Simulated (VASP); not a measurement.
Ru8N: single point with PBE+D3(BJ)

The system is Ru8N, a slab with vacuum.

```
Ru N
1.0
     5.39519    0.00000    0.00000
    -2.69759    4.67237    0.00000
     0.00000    0.00000   25.03831
Ru N
16 2
Cartesian
  1.3488 0.7787 4.0000
  0.0000 3.1149 4.0000
  4.0464 0.7787 4.0000
  2.6976 3.1149 4.0000
  0.0000 1.5575 6.1329
  -1.3488 3.8936 6.1329
  2.6976 1.5575 6.1329
  1.3488 3.8936 6.1329
  1.3488 0.7787 8.2619
  0.0000 3.1149 8.2619
  4.0464 0.7787 8.2619
  2.6976 3.1149 8.2619
  0.0000 1.5575 10.3383
  -1.3488 3.8936 10.3383
  2.6976 1.5575 10.3383
  1.3488 3.8936 10.3383
  -0.4496 2.3362 13.3383
  -0.4496 2.3362 14.4383
```

| Item | Value |
| --- | --- |
| Program | VASP 6.6.1 |
| Task | single point |
| Functional | PBE |
| Dispersion | D3(BJ) |
| Potentials or basis | VASP PAW PBE potentials, release 64 (Ru_pv, N) |
| Cutoff | 520 eV |
| k mesh | 6 × 6 × 1 |
| Occupations | gaussian, width 0.1 eV |
| Spin | no spin polarisation |
| Dipole correction | yes |
| Further INCAR settings | ALGO = Normal; EDIFF = 1e-06; NBANDS = 132; NELMDL = -8 |

The largest force is 2.274 eV/Å, the band gap on the k mesh is zero (bands 117 and 118 overlap by 1.25 eV) and the dispersion energy per atom is -0.421 eV.

Forces in eV/Å, atoms in the order of the input:
```
Ru   0.015  0.001  0.510
Ru  -0.004  0.004  0.530
Ru  -0.014  0.006  0.514
Ru   0.005 -0.012  0.509
Ru   0.000 -0.004 -0.522
Ru  -0.010 -0.004 -0.534
Ru   0.004  0.013 -0.523
Ru   0.007  0.000 -0.536
Ru   0.043 -0.018  0.150
Ru   0.008  0.058 -0.070
Ru  -0.058 -0.028 -0.016
Ru  -0.006 -0.017 -0.075
Ru   0.023 -0.017  0.109
Ru  -0.048  0.076 -0.043
Ru  -0.051 -0.018 -0.030
Ru   0.051  0.026 -0.044
N    0.051 -0.091 -2.203
N   -0.014  0.025  2.274
```

Levels at points of the mesh, in eV from the Fermi level:
```
           k point  band 114  band 115  band 116  band 117  band 118  band 119  band 120  band 121  band 122  band 123
(0.00, 0.00, 0.00)      0.18      0.25      0.99      0.99      1.05      1.07      1.08      1.19      1.19      1.31
(0.50, 0.00, 0.00)     -0.62     -0.62     -0.57     -0.57     -0.08     -0.07     -0.02      0.04      0.04      0.08
(0.00, 0.50, 0.00)     -0.62     -0.62     -0.57     -0.57     -0.08     -0.07     -0.03      0.04      0.05      0.08
(0.50, 0.50, 0.00)     -0.62     -0.62     -0.57     -0.57     -0.08     -0.07     -0.03      0.04      0.05      0.08
```

Wall time 30 min on 4 MPI ranks on Intel(R) Xeon(R) Platinum 8559C (Emerald Rapids), with other jobs on the host, peak memory 1.4 GiB a rank.

Caveat: the standard files for N, O and F lose accuracy on very short bonds.
